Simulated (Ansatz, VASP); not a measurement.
# P in VASP and in Ansatz

```
P
1.0
     1.65438   -5.08181    0.00000
     1.65438    5.08181    0.00000
     0.00000    0.00000    4.13084
P
4
Direct
  0.89354 0.10646 0.07112
  0.60646 0.39354 0.57112
  0.10646 0.89354 0.92888
  0.39354 0.60646 0.42888
```

Alike in both runs: functional LDA; k mesh 14 × 14 × 10; occupations gaussian, width 0.1 eV; no spin polarisation.

Ansatz relaxed the structure, and its values are those at the end. VASP's run is a single point on that final structure, the one shown.

```csv
,VASP,Ansatz
version,VASP 6.6.1,Ansatz 0.2.0
potentials or method,"VASP PAW LDA potentials, release 64 (P), cutoff 520 eV","scalar-relativistic, plane waves, PAW"
valence electrons in the cell,20,20
```

|  | VASP | Ansatz | Ansatz less VASP |
| --- | --- | --- | --- |
| gap on the k mesh at the Fermi level (eV) | none | none | - |
| pressure (GPa) | -0.3 | 0.0 | +0.29 |
| rms of the force components (eV/Å) | 0.029 | 0.001 | -0.0276 |

LDA's correlation is that of Perdew and Zunger in VASP and of Perdew and Wang (1992) in Ansatz. A gap of «none» marks a metal or a gap that the smearing closes.
